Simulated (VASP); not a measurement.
**Ti: single point with PBEsol**

The system is Ti.

```
CELL_PARAMETERS angstrom
0.00000 2.02709 2.02709
2.02709 0.00000 2.02709
2.02709 2.02709 0.00000
ATOMIC_POSITIONS crystal
Ti 0.00000 0.00000 0.00000
```

This isn't the form of Ti at room conditions, which is hcp.

```yaml
Program: VASP 6.6.1
Task: single point
Functional: PBEsol
Potentials_or_basis: VASP PAW PBE potentials, release 64 (Ti_sv)
Cutoff: 520 eV
k_mesh: 10 × 10 × 10
Occupations: fermi-dirac, width 0.05 eV
Spin: no spin polarisation
Dipole_correction: no
Further_INCAR_settings: ALGO = Normal; EDIFF = 1e-06; NBANDS = 12
```

The pressure is -0.2 GPa and the band gap on the k mesh is zero (bands 6 and 7 overlap by 1.17 eV).

Levels at points of the mesh, in eV from the Fermi level:
```csv
k point,band 3,band 4,band 5,band 6,band 7,band 8,band 9,band 10
"(0.00, 0.00, 0.00)",-32.31,-32.31,-6.20,0.90,0.90,0.90,2.62,2.62
"(0.50, 0.00, 0.00)",-32.41,-32.41,-2.69,0.74,0.77,0.77,3.78,3.78
"(0.50, 0.50, 0.00)",-32.58,-32.58,-2.74,-1.83,3.03,3.76,4.08,4.08
```

Wall time 10 s on 1 thread of AMD EPYC 7R13 (shared host), peak memory 0.11 GiB.

Caveat: the PAW data sets were made with another functional, which shifts forces and pressure a little.
